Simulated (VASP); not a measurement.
# ZrF2 (P4/mmm) in VASP: further runs, part 2 of 2

VASP 6.6.1.

### 4 Relaxation of cell and atoms, PBE (atoms taken out)

The input, INCAR:

```
PREC = Accurate
ENCUT = 600
EDIFF = 1E-7
ISMEAR = 0
SIGMA = 0.1
LREAL = False
LASPH = True
NELM = 80
ALGO = Normal
ISIF = 3
LWAVE = False
LCHARG = False
GGA = PE
IBRION = 2
NSW = 90
EDIFFG = -0.04
```

The input, KPOINTS:

```
Automatic mesh
0
Gamma
  6 6 4
```

The input, POSCAR:

```
ZrF2
1.0
    2.5703634000      0.0000000000      0.0000000000
    0.0000000000      2.5703634000      0.0000000000
    0.0000000000      0.0000000000      5.1407268000
Zr F
1 2
Direct
    0.0000000000      0.0000000000      0.0000000000
    0.5000000000      0.5000000000      0.2500000000
    0.5000000000      0.5000000000      0.7500000000
```

Potentials or basis: VASP PAW PBE potentials, release 64 (Zr_sv, F).

On the command line:

```console
$ cat potpaw_PBE.64/Zr_sv/POTCAR potpaw_PBE.64/F/POTCAR > POTCAR
$ mpirun -np 1 vasp_std > vasp.out
```

OUTCAR:

```text
PREC = Accurate
   ENCUT = 600
   EDIFF = 1E-7
   ISMEAR = 0
   LREAL = False
   LASPH = True
   NELM = 80
   ISIF = 3
   GGA = PE
   IBRION = 2
   NSW = 90
   EDIFFG = -0.04

 ion  position               nearest neighbor table
   1  0.000  0.000  0.000-   2 2.23   3 2.23   2 2.23   3 2.23   2 2.23   3 2.23   2 2.23   3 2.23

   2  0.500  0.500  0.250-   1 2.23   1 2.23   1 2.23   1 2.23
   3  0.500  0.500  0.750-   1 2.23   1 2.23   1 2.23   1 2.23

  LATTYP: Found a simple tetragonal cell.
 ALAT       =     2.5703634000
 C/A-ratio  =     2.0000000000

  Lattice vectors:

 A1 = (   2.5703634000,   0.0000000000,   0.0000000000)
 A2 = (   0.0000000000,   2.5703634000,   0.0000000000)
 A3 = (   0.0000000000,   0.0000000000,   5.1407268000)

Analysis of symmetry for initial positions (statically):
[... 179 lines left out ...]
 E-fermi :  10.0831     XC(G=0): -11.1384

 val. band max:        9.7742915657   @ k =   0.1667   0.1667   0.5000
 cond. band min:      10.3697477633   @ k =   0.5000   0.5000   0.0000
 fundamental gap:      0.5954561976
 Fermi energy:        10.0831233013
[... 1553 lines left out ...]
      6     -18.2956      2.00000
[... 9 lines left out ...]
     16       9.9470      0.00000
     17      10.0219      0.00000

 [... further k-points ...]

[... ionic steps 4 to 14 ...]

--------------------------------------- Ionic step       15  -------------------------------------------

 number of electron      26.0000007 magnetization

------------------------ aborting loop because EDIFF is reached ----------------------------------------
[... 69 lines left out ...]
--------------------------------------- Ionic step       17  -------------------------------------------

 number of electron      26.0000003 magnetization

 Free energy of the ion-electron system (eV)
  ---------------------------------------------------
  ext. energy  EPLUGINS =         0.00000000
  ---------------------------------------------------
  free energy    TOTEN  =       -19.54376431 eV

  energy without entropy =      -19.54161192  energy(sigma->0) =      -19.54268812

 E-fermi :   6.6438     XC(G=0):  -9.5004

 val. band max:        6.5502708505   @ k =   0.1667   0.1667   0.5000
 cond. band min:       6.7038451268   @ k =   0.5000   0.0000   0.5000
 fundamental gap:      0.1535742763
 Fermi energy:         6.6438475515
[... 510 lines left out ...]
  FREE ENERGIE OF THE ION-ELECTRON SYSTEM (eV)
  ---------------------------------------------------
  free  energy   TOTEN  =       -19.5437643112 eV

  energy  without entropy=      -19.5416119242  energy(sigma->0) =      -19.54268812

 reached required accuracy - stopping structural energy minimisation
```

It took 2.6 min on 1 thread of AMD EPYC 9R45 (Zen 5), shared host; peak memory 0.15 GiB.

What came out:

```
Free energy                           : -19.5438 eV
Relaxed volume                        : 15.28 Å³/atom
Relaxed cell                          : a = 2.848 Å, b = 2.848 Å, c = 5.648 Å, α = 90.00°, β = 90.00°, γ = 90.00°
Space group after relaxing (to 0.1 Å) : P4/mmm (No. 123)
Energy gained by relaxing             : 403.3 meV/atom
Ionic steps                           : 17
Pressure after relaxing               : 0.2 GPa
Largest force after relaxing          : 0.005 eV/Å
Band gap on the k mesh                : zero (bands 13 and 14 overlap by 1.58 eV)
```

Forces in eV/Å, atoms in the order of the input:
```
Zr   0.000  0.000  0.000
F    0.000  0.000 -0.005
F    0.000  0.000  0.005
```

Step by step:
| step | energy change (eV) | largest force (eV/Å) | pressure (GPa) | volume (Å³) |
| --- | --- | --- | --- | --- |
| 1 | 0.0000 | 0.9134 | 44.48 | 33.96 |
| 2 | -0.4420 | 1.4175 | -16.73 | 51.63 |
| 3 | -1.1145 | 0.8160 | -0.73 | 42.47 |
| 4 | -1.1150 | 0.7959 | -0.22 | 42.29 |
| 5 | -1.1621 | 0.4409 | 0.04 | 42.43 |
| 6 | -1.1749 | 0.1052 | 0.42 | 42.57 |
| 7 | -1.1750 | 0.1316 | 0.38 | 42.56 |
| 8 | -1.1840 | 0.0756 | 0.78 | 42.80 |
| 9 | -1.1974 | 0.0664 | 2.10 | 43.50 |
| 10 | -1.2035 | 0.0005 | 0.99 | 44.15 |
| 11 | -1.2065 | 0.1010 | -0.61 | 45.17 |
| 12 | -1.2065 | 0.0893 | -0.43 | 45.05 |
| 13 | -1.2074 | 0.0853 | -0.40 | 45.21 |
| 14 | -1.2090 | 0.0750 | -0.33 | 45.69 |
| 15 | -1.2082 | 0.0579 | -0.17 | 46.64 |
| 16 | -1.2094 | 0.0656 | -0.26 | 45.99 |
| 17 | -1.2098 | 0.0049 | 0.21 | 45.83 |

Final structure:
```xyz
3
Lattice="2.8484 0.0000 0.0000 0.0000 2.8484 0.0000 0.0000 0.0000 5.6483" Properties=species:S:1:pos:R:3 pbc="T T T"
Zr    0.0000    0.0000    0.0000
F     1.4242    1.4242    1.2719
F     1.4242    1.4242    4.3765
```

Caveat: the k points lie up to 0.37 Å⁻¹ apart in the final cell, too coarse for converged energies and pressures of a metal; the cell differs from its parent crystal (atoms taken out); the volume moved by over 15 % at a fixed basis, so the end points are rough.

### 5 Single point, PBE, collinear spin (atoms taken out)

The input, INCAR:

```
SYSTEM = ZrF2
PREC = Accurate
ENCUT = 520
EDIFF = 1E-6
ISMEAR = 0
SIGMA = 0.1
LREAL = .FALSE.
LASPH = .TRUE.
NELM = 150
ALGO = Normal
ISIF = 2
LWAVE = .FALSE.
LCHARG = .TRUE.
ISPIN = 2
MAGMOM = 1 0 0
LORBIT = 11
LMAXMIX = 4
GGA = PE
LELF = .TRUE.
LVHAR = .TRUE.
NBANDS = 24
```

The input, KPOINTS:

```
Automatic mesh
0
G
  6 6 4
  0 0 0
```

The input, POSCAR:

```
ZrF2
1.0
    2.8534575476      0.0000000000      0.0000000000
    0.0000000000      2.8534575476      0.0000000000
    0.0000000000      0.0000000000      5.7609975130
Zr F
1 2
Direct
    0.0000000000      0.0000000000      0.0000000000
    0.5000000000      0.5000000000      0.2202398517
    0.5000000000      0.5000000000      0.7797601483
```

On the command line:

```console
$ cat potpaw_PBE.64/Zr_sv/POTCAR potpaw_PBE.64/F/POTCAR > POTCAR
$ mpirun -np 1 vasp_std > vasp.out
```

Run time: 34 s. Hardware: 1 thread of AMD EPYC 9R45 (Zen 5), shared host; peak memory 0.19 GiB.

The run converged. Its results:

```yaml
Free_energy: -19.5749 eV
Pressure: 0.2 GPa
Largest_force: 0.021 eV/Å
Band_gap_on_the_k_mesh: zero (filled and empty bands overlap)
Net_moment: 0.00 μB per cell
Valence_electrons_inside_the_program's_atomic_spheres: Zr 9.93; F 6.08
```

Forces in eV/Å, atoms in the order of the input:
```
Zr   0.000  0.000  0.000
F    0.000  0.000  0.021
F    0.000  0.000 -0.021
```

Stress tensor (GPa, compression positive):
```
0.18 0.00 0.00
0.00 0.18 0.00
0.00 0.00 0.27
```

Levels at points of the mesh, in eV from the Fermi level:
Spin up:
```tsv
k point	band 9	band 10	band 11	band 12	band 13	band 14	band 15	band 16	band 17	band 18
(0.00, 0.00, 0.00)	-7.71	-7.45	-7.45	-7.03	-3.60	-0.46	0.27	3.55	3.55	3.85
(0.50, 0.00, 0.00)	-8.36	-7.97	-7.28	-7.11	-2.00	0.17	2.32	2.39	2.58	6.34
(0.50, 0.50, 0.00)	-9.26	-8.48	-8.48	-6.78	0.97	1.13	2.13	2.13	6.18	9.54
(0.00, 0.00, 0.50)	-7.73	-7.47	-7.43	-7.43	-3.60	-0.41	1.49	2.54	3.54	3.54
(0.50, 0.00, 0.50)	-8.11	-7.95	-7.40	-7.29	-1.92	0.06	2.33	2.57	2.57	5.73
(0.50, 0.50, 0.50)	-9.10	-8.42	-8.42	-7.02	1.09	1.33	2.12	2.12	6.18	7.49
```
Spin down:
| k point | band 11 | band 12 | band 13 | band 14 | band 15 | band 16 |
| --- | --- | --- | --- | --- | --- | --- |
| (0.00, 0.00, 0.00) | -7.45 | -7.03 | -3.60 | -0.46 | 0.27 | 3.55 |
| (0.50, 0.00, 0.00) | -7.28 | -7.11 | -2.00 | 0.17 | 2.32 | 2.39 |
| (0.50, 0.50, 0.00) | -8.48 | -6.78 | 0.97 | 1.13 | 2.13 | 2.13 |
| (0.00, 0.00, 0.50) | -7.43 | -7.43 | -3.60 | -0.41 | 1.49 | 2.54 |
| (0.50, 0.00, 0.50) | -7.40 | -7.29 | -1.92 | 0.06 | 2.33 | 2.57 |
| (0.50, 0.50, 0.50) | -8.42 | -7.02 | 1.09 | 1.33 | 2.12 | 2.12 |

Caveat: the k points lie up to 0.37 Å⁻¹ apart, too coarse for converged energies and pressures of a metal; the cell differs from its parent crystal (atoms taken out).

### 6 The runs side by side

```tsv
task	spin	cell	cutoff (eV)	gap on the mesh (eV)	pressure (GPa)	largest force (eV/Å)
single point	off	a = 2.570, b = 2.570, c = 5.141 Å, 3 atoms, atomic positions A	520	none	44.6	0.92
single point	off	a = 2.853, b = 2.853, c = 5.761 Å, 3 atoms, atomic positions B	520	none	0.2	0.02
relaxation of cell and atoms	off	relaxed from a = 2.570, b = 2.570, c = 5.141 Å, 3 atoms, atomic positions A	600	none	0.2	-
single point	collinear	a = 2.853, b = 2.853, c = 5.761 Å, 3 atoms, atomic positions B	520	none	0.2	0.02
```

Alike in all rows: level PBE; potentials or basis VASP PAW PBE potentials, release 64 (Zr_sv, F); k mesh 6 × 6 × 4; smearing gaussian 0.1 eV.

Caveats: all runs use coarse meshes; the volume moved by over 15 % at a fixed basis, so the end points are rough (at least some runs).

Total energies depend on the potentials used, so only differences within one code and one set of settings carry meaning.

The gap in the log of VASP goes by the Fermi energy; the results here count the filled bands.